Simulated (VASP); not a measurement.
Co2Sn: single point with PBE

Crystal: Co2Sn.

```
CELL_PARAMETERS angstrom
4.29140 0.00000 0.00000
0.00000 4.29140 0.00000
0.00000 0.00000 5.14610
ATOMIC_POSITIONS crystal
Co 0.00000 0.50000 0.00000
Co 0.50000 0.00000 0.50000
Co 0.00000 0.00000 0.00000
Co 0.00000 0.00000 0.50000
Sn 0.50000 0.50000 0.00000
Sn 0.50000 0.50000 0.50000
```

The cell was generated, and may not be a known phase.

- Program: VASP 6.6.1
- Task: single point
- Functional: PBE
- Potentials or basis: VASP PAW PBE potentials, release 64 (Co, Sn_d)
- Cutoff: 600 eV
- k mesh: 4 × 4 × 4
- Occupations: gaussian, width 0.1 eV
- Spin: collinear spin, ferromagnetic start
- Starting moments: [3.0, 3.0, 3.0, 3.0, 0.0, 0.0] μB

```yaml
Pressure: 36.0 GPa
Net_moment: 5.79 μB per cell
Site_moments: Co +1.11, +1.84 (each value once); Sn -0.03 μB
Valence_electrons_inside_the_program's_atomic_spheres: Co 8.73, 8.10 (each value once); Sn 12.80
```

Stress tensor (GPa, compression positive):
```
45.45  0.00  0.00
 0.00 45.45  0.00
 0.00  0.00 17.20
```

Levels at points of the mesh, in eV from the Fermi level:
Spin up:
```csv
k point,band 32,band 33,band 34,band 35,band 36,band 37,band 38,band 39
"(0.00, 0.00, 0.00)",-0.96,-0.76,-0.76,0.38,1.85,2.14,2.14,2.60
"(0.50, 0.00, 0.00)",-0.86,-0.81,-0.76,0.22,1.04,1.31,2.53,2.70
"(0.50, 0.50, 0.00)",-1.82,-1.82,-1.54,-1.44,0.11,2.04,2.04,3.65
"(0.00, 0.00, 0.50)",-0.83,-0.61,-0.61,0.25,0.25,1.55,1.55,3.83
"(0.50, 0.00, 0.50)",-1.07,-0.86,-0.77,0.83,2.95,3.27,3.38,3.45
"(0.50, 0.50, 0.50)",-1.82,-1.20,-1.20,-0.71,-0.71,-0.40,-0.40,5.48
```
Spin down:
```
           k point  band 26  band 27  band 28  band 29  band 30  band 31  band 32  band 33  band 34  band 35
(0.00, 0.00, 0.00)    -0.98     0.17     0.17     0.20     0.25     0.92     0.94     1.12     1.12     1.67
(0.50, 0.00, 0.00)    -1.16    -0.36    -0.32    -0.16     0.08     0.35     0.36     0.89     1.11     1.21
(0.50, 0.50, 0.00)    -1.16    -0.80    -0.80    -0.62    -0.46    -0.35    -0.31     0.30     0.30     0.40
(0.00, 0.00, 0.50)    -0.40    -0.20    -0.20    -0.18    -0.18     0.74     0.74     0.93     0.93     1.09
(0.50, 0.00, 0.50)    -0.99    -0.76    -0.55    -0.52    -0.32     0.20     0.46     0.89     1.09     1.71
(0.50, 0.50, 0.50)    -0.99    -0.95    -0.95    -0.63    -0.63    -0.20    -0.20     0.39     0.39     0.44
```

It took 5.8 min on 1 thread of Oxide Virtual Turin-like Processor, on a shared host, peak memory 0.31 GiB.

Caveat: the k points lie up to 0.37 Å⁻¹ apart; spin-orbit coupling is left out, which moves the levels of the heavy elements.
